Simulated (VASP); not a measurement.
# HCl (Fmmm) in VASP: single point with r2SCAN

Aim: the single point of HCl with r2SCAN.

Everything below comes from runs of VASP 6.6.1. Logs are shortened: lines on timing, memory, paths and dates and some standing lists are left out, and cuts for length are marked.

## 1. The cell of the first run

It takes space group Fmmm (No. 69, orthorhombic). Conventional cell: a = 5.030 Å, b = 5.350 Å, c = 5.710 Å, α = 90.00°, β = 90.00°, γ = 90.00°. H (site symmetry mmm) has 6 Cl at 2.52 to 2.85 Å within 3.3 Å. Cl (site symmetry mmm) has 6 H at 2.52 to 2.85 Å within 3.3 Å.

## 2. Single point, r2SCAN

POSCAR reads:

```
HCl
1.0
    0.0000000000      2.6750000000      2.8550000000
    2.5150000000      0.0000000000      2.8550000000
    2.5150000000      2.6750000000      0.0000000000
H Cl
1 1
Direct
    0.0000000000      0.0000000000      0.0000000000
    0.5000000000      0.5000000000      0.5000000000
```

INCAR.step1 reads:

```
PREC     = Accurate       # precision mode
ENCUT    = 520            # plane-wave cutoff, eV
ISMEAR   = 0              # smearing method
SIGMA    = 0.15           # smearing width, eV
LREAL    = False          # projectors in reciprocal space
LASPH    = True           # aspherical terms in the spheres
NELM     = 100            # most SCF steps
NBANDS   = 11             # bands
GGA      = PE             # functional
ALGO     = Normal         # electronic algorithm
EDIFF    = 1E-4           # SCF threshold, eV
LWAVE    = True           # write WAVECAR
LCHARG   = False          # write CHGCAR
```

INCAR.step2 reads:

```
PREC     = Accurate       # precision mode
ENCUT    = 520            # plane-wave cutoff, eV
EDIFF    = 1E-6           # SCF threshold, eV
ISMEAR   = 0              # smearing method
SIGMA    = 0.15           # smearing width, eV
LREAL    = False          # projectors in reciprocal space
LASPH    = True           # aspherical terms in the spheres
NELM     = 100            # most SCF steps
ALGO     = Normal         # electronic algorithm
ISIF     = 2              # what is computed and relaxed
LWAVE    = False          # write WAVECAR
LCHARG   = False          # write CHGCAR
METAGGA  = R2SCAN         # meta-GGA
LMIXTAU  = True         
NBANDS   = 11             # bands
ISTART   = 1
```

KPOINTS reads:

```
Automatic mesh
0
Gamma
  16 16 16
```

Potentials or basis: VASP PAW PBE potentials, release 64 (H, Cl).

The run is started by

```bash
$ cat potpaw_PBE.64/H/POTCAR potpaw_PBE.64/Cl/POTCAR > POTCAR
$ cp INCAR.step1 INCAR
$ mpirun -np 1 vasp_std > vasp.out
$ cp INCAR.step2 INCAR
$ mpirun -np 1 vasp_std > vasp.out
```

OUTCAR:

```text
PREC = Accurate
   ENCUT = 520
   EDIFF = 1E-6
   ISMEAR = 0
   LREAL = False
   LASPH = True
   NELM = 100
   ISIF = 2
   METAGGA = R2SCAN
   ISTART = 1

 ion  position               nearest neighbor table
   1  0.000  0.000  0.000-
   2  0.500  0.500  0.500-

  LATTYP: Found a face centered orthorhombic cell.
 ALAT       =     5.0300000000
 B/A-ratio  =     1.0636182903
 C/A-ratio  =     1.1351888668

  Lattice vectors:

 A1 = (   0.0000000000,   2.6750000000,   2.8550000000)
 A2 = (   2.5150000000,   0.0000000000,   2.8550000000)
 A3 = (   2.5150000000,   2.6750000000,   0.0000000000)

Analysis of symmetry for initial positions (statically):
=====================================================================
 Subroutine PRICEL returns:
 Original cell was already a primitive cell.

 Routine SETGRP: Setting up the symmetry group for a
 face centered orthorhombic supercell.

 Subroutine GETGRP returns: Found  8 space group operations
 (whereof  8 operations were pure point group operations)
 out of a pool of  8 trial point group operations.

The static configuration has the point symmetry D_2h.

Analysis of symmetry for dynamics (positions and initial velocities):
=====================================================================
 Subroutine PRICEL returns:
 Original cell was already a primitive cell.

 Routine SETGRP: Setting up the symmetry group for a
 face centered orthorhombic supercell.

 Subroutine GETGRP returns: Found  8 space group operations
 (whereof  8 operations were pure point group operations)
 out of a pool of  8 trial point group operations.

The dynamic configuration has the point symmetry D_2h.

 Subroutine INISYM returns: Found  8 space group operations
 (whereof  8 operations are pure point group operations),
 and found     1 'primitive' translations

----------------------------------------------------------------------------------------

                                     Primitive cell

  volume of cell :      38.4147

  direct lattice vectors                    reciprocal lattice vectors
     0.000000000  2.675000000  2.855000000    -0.198807157  0.186915888  0.175131349
     2.515000000  0.000000000  2.855000000     0.198807157 -0.186915888  0.175131349
     2.515000000  2.675000000  0.000000000     0.198807157  0.186915888 -0.175131349

  length of vectors
     3.912371404  3.804766747  3.671627704     0.324241922  0.324241922  0.324241922

  position of ions in fractional coordinates (direct lattice)
     0.000000000  0.000000000  0.000000000
     0.500000000  0.500000000  0.500000000

  ion indices of the primitive-cell ions
   primitive index   ion index
                 1           1
                 2           2

----------------------------------------------------------------------------------------

 KPOINTS: Automatic mesh

Automatic generation of k-mesh.
 Grid dimensions read from file:
 generate k-points for:   16   16   16

 Generating k-lattice:

  Cartesian coordinates                     Fractional coordinates (reciprocal lattice)
    -0.012425447  0.011682243  0.010945709     0.062500000  0.000000000  0.000000000
     0.012425447 -0.011682243  0.010945709     0.000000000  0.062500000  0.000000000
     0.012425447  0.011682243 -0.010945709     0.000000000  0.000000000  0.062500000

  Length of vectors
     0.020265120  0.020265120  0.020265120

  Shift w.r.t. Gamma in fractional coordinates (k-lattice)
     0.000000000  0.000000000  0.000000000

 Subroutine IBZKPT returns following result:
 ===========================================

 Found    621 irreducible k-points:

 Following reciprocal coordinates:
            Coordinates               Weight
  0.000000  0.000000  0.000000      1.000000
  0.062500 -0.000000  0.000000      8.000000
  0.125000 -0.000000  0.000000      8.000000
  0.187500 -0.000000  0.000000      8.000000
  0.250000 -0.000000  0.000000      8.000000
  0.312500 -0.000000  0.000000      8.000000
[... 16 lines left out ...]
 -0.125000  0.062500  0.000000      8.000000
 -0.062500  0.062500  0.000000      4.000000
 [... further k-points ...]
   k-points           NKPTS =    621   k-points in BZ     NKDIM =    621   number of bands    NBANDS=     11
   number of dos      NEDOS =    301   number of ions     NIONS =      2
   total plane-waves  NPLWV =  23520
   dimension x,y,z NGX =    30 NGY =   28 NGZ =   28
   dimension x,y,z NGXF=    60 NGYF=   56 NGZF=   56
   ions per type =               1   1
   NGX,Y,Z   is equivalent  to a cutoff of  12.75, 12.23, 12.68 a.u.
   NGXF,Y,Z  is equivalent  to a cutoff of  25.50, 24.47, 25.36 a.u.
 SYSTEM =  unknown system
   PREC   = accura    normal or accurate (medium, high low for compatibility)
   ISTART =      1    job   : 0-new  1-cont  2-samecut
   ICHARG =      0    charge: 1-file 2-atom 10-const
   ISPIN  =      1    spin polarized calculation?
   LNONCOLLINEAR =      F non collinear calculations
   LSORBIT =      F    spin-orbit coupling
   LASPH  =      T    aspherical Exc in radial PAW
   ENCUT  =  520.0 eV  38.22 Ry    6.18 a.u.   7.27  7.07  6.83*2*pi/ulx,y,z
   NELM   =    100;   NELMIN=  2; NELMDL=  0     # of ELM steps
   EDIFF  = 0.1E-05   stopping-criterion for ELM
   LREAL  =      F    real-space projection
   EDIFFG = 0.1E-04   stopping-criterion for IOM
   NSW    =      0    number of steps for IOM
   IBRION =     -1    ionic relax: 0-MD 1-quasi-New 2-CG
   NFREE  =      0    steps in history (QN), initial steepest desc. (CG)
   ISIF   =      2    stress and relaxation
   ISYM   =      2    0-nonsym 1-usesym 2-fastsym
   POTIM  = 0.5000    time-step for ionic-motion
   TEBEG  =    0.0;   TEEND  =   0.0 temperature during run
   PSTRESS=    0.0 pullay stress
   NELECT =       8.0000    total number of electrons
   NUPDOWN=      -1.0000    fix difference up-down
   EMIN   =  10.00;   EMAX   =-10.00  energy-range for DOS
   EFERMI =   0.00;   METHOD = LEGACY
   ISMEAR =     0;   SIGMA  =   0.15  broadening in eV -4-tet -1-fermi 0-gaus
   EFERMI_NEDOS =   21; number of points for ismear=-14 and -15
   IALGO  =     38    algorithm
   IMIX   =      4    mixing-type and parameters
     AMIX     =   0.40;   BMIX     =  1.00
     AMIX_MAG =   1.60;   BMIX_MAG =  1.00
  volume/ion in A,a.u.               =      19.21       129.62
  Fermi-wavevector in a.u.,A,eV,Ry     =   0.970373  1.833740 12.811579  0.941624
  Thomas-Fermi vector in A             =   2.100503
   LORBIT       =      0    0 simple, 1 ext, 2 COOP (PROOUT), +10 PAW based schemes
   METAGGA = R2SCAN    functional components
   LHFCALC =     F    Hartree Fock is set to
   AEXX    =    0.0000 exact exchange contribution
   IVDW    =     0    specifies the selected vdW correction
   LEPSILON=     F    determine dielectric tensor
   LRPA    =     F    only Hartree local field effects (RPA)
 non-spin polarized calculation
 Gauss-broadening in eV      SIGMA  =   0.15
  energy-cutoff  :      520.00
  volume of cell :       38.41
 maximum number of plane-waves:      1056
 NGX is ok and might be reduce to    30
   NGX = 15   NGY = 15   NGZ = 13

 number of electron       7.9999999 magnetization

 Free energy of the ion-electron system (eV)
  ---------------------------------------------------
  ext. energy  EPLUGINS =         0.00000000
  ---------------------------------------------------
  free energy    TOTEN  =        -7.31861436 eV

  energy without entropy =       -7.31657944  energy(sigma->0) =       -7.31759690

 E-fermi :  -2.0425     XC(G=0):  -8.2581

 val. band max:       -2.0550066835   @ k =  -0.0625   0.4375   0.4375
 cond. band min:      -2.0284476062   @ k =   0.0000   0.0000   0.0000
 fundamental gap:      0.0265590774
 Fermi energy:        -2.0424998101

 k-point     1 :       0.0000    0.0000    0.0000
  band No.  band energies     occupation
      1     -16.0342      2.00000
      2      -2.3510      1.99637
      3      -2.1741      1.78520
      4      -2.1351      1.61730
      5      -2.0284      0.89460
      6      10.1369      0.00000
      7      10.9461      0.00000
      8      11.4497      0.00000
      9      11.8845      0.00000
     10      13.4436      0.00000
     11      14.8599      0.00000

 k-point     2 :       0.0625   -0.0000    0.0000
  band No.  band energies     occupation
      1     -16.0175      2.00000
      2      -2.7786      2.00000
      3      -2.2543      1.95421
      4      -2.1620      1.74013
      5      -1.5334      0.00000
      6      10.0359      0.00000
      7      10.9286      0.00000
      8      11.3800      0.00000
      9      11.8353      0.00000
     10      13.1613      0.00000
     11      14.5074      0.00000

 k-point     3 :       0.1250   -0.0000    0.0000
  band No.  band energies     occupation
      1     -15.9691      2.00000
      2      -3.3800      2.00000
      3      -2.2692      1.96742
      4      -2.2026      1.86887
      5      -0.9886      0.00000
      6       9.6068      0.00000
      7      10.8734      0.00000
      8      11.2866      0.00000
      9      11.8956      0.00000
     10      12.8118      0.00000
     11      13.7803      0.00000

 k-point     4 :       0.1875   -0.0000    0.0000
  band No.  band energies     occupation
      1     -15.8949      2.00000
      2      -3.9626      2.00000
      3      -2.2897      1.98021
      4      -2.2585      1.95828
      5      -0.4968      0.00000
      6       8.9040      0.00000
      7      10.7928      0.00000
      8      11.2469      0.00000
      9      11.8997      0.00000
     10      12.9075      0.00000
     11      13.3473      0.00000
[... 239 lines left out ...]
 k-point    22 :      -0.1875    0.0625    0.0000
  band No.  band energies     occupation
      1     -15.8436      2.00000
      2      -4.3131      2.00000
      3      -2.3379      1.99465
      4      -2.2530      1.95279
      5      -0.1675      0.00000
      6       8.7736      0.00000
      7      10.3433      0.00000
      8      11.4056      0.00000
      9      11.7283      0.00000
     10      12.7287      0.00000
     11      13.6457      0.00000

 k-point    23 :      -0.1250    0.0625    0.0000
  band No.  band energies     occupation
      1     -15.9254      2.00000
      2      -3.7969      2.00000
      3      -2.2569      1.95671
      4      -2.2386      1.93552
      5      -0.6044      0.00000
      6       9.5332      0.00000
      7      10.5241      0.00000
      8      11.2805      0.00000
      9      11.9703      0.00000
     10      12.6569      0.00000
     11      13.3525      0.00000

 k-point    24 :      -0.0625    0.0625    0.0000
  band No.  band energies     occupation
      1     -15.9859      2.00000
      2      -3.2625      2.00000
      3      -2.2369      1.93317
      4      -2.1876      1.82858
      5      -1.0892      0.00000
      6      10.0033      0.00000
      7      10.8841      0.00000
      8      11.1313      0.00000
      9      11.8431      0.00000
     10      12.9301      0.00000
     11      13.7722      0.00000

 [... further k-points ...]
[... 5 lines left out ...]
  --------------------------------------------------------------------------------------
  -------------------------------------------------------------------------------------
  Total       -3.9356636     -2.3016755     -1.3287321      0.0000000      0.0000000      0.0000000
  in kB     -164.1461375    -95.9968062    -55.4179081      0.0000000      0.0000000      0.0000000
  external PRESSURE =    -105.1869506 kB  Pullay stress =       0.0000000 kB

 VOLUME and BASIS-vectors are now :
 -----------------------------------------------------------------------------
  energy-cutoff  :      520.00
  volume of cell :       38.41
      direct lattice vectors                 reciprocal lattice vectors
     0.000000000  2.675000000  2.855000000    -0.198807157  0.186915888  0.175131349
     2.515000000  0.000000000  2.855000000     0.198807157 -0.186915888  0.175131349
     2.515000000  2.675000000  0.000000000     0.198807157  0.186915888 -0.175131349

 POSITION                                       TOTAL-FORCE (eV/Angst)
 -----------------------------------------------------------------------------------
      0.00000      0.00000      0.00000         0.000000     -0.000000      0.000000
      2.51500      2.67500      2.85500         0.000000      0.000000      0.000000
 -----------------------------------------------------------------------------------
    total drift:                                0.000000     -0.000000      0.000000

  FREE ENERGIE OF THE ION-ELECTRON SYSTEM (eV)
  ---------------------------------------------------
  free  energy   TOTEN  =        -7.3186143592 eV

  energy  without entropy=       -7.3165794361  energy(sigma->0) =       -7.31759690
```

Run time: 16 min. Hardware: 1 thread of Intel Xeon Platinum 8259CL at 2.50GHz (Skylake/Cascade Lake), shared host; peak memory 0.35 GiB.

What came out:

| Quantity | Value |
| --- | --- |
| Free energy | -7.3186 eV |
| Pressure | -10.5 GPa |
| Band gap on the k mesh | zero (bands 4 and 5 overlap by 0.16 eV) |

Caveat: the stress differs along the axes, from -16 to -6 GPa; semilocal functionals underestimate gaps, and a narrow one can read as zero; the PAW data sets were made with another functional, which shifts forces and pressure a little.

The gap in the log of VASP goes by the Fermi energy; the results here count the filled bands.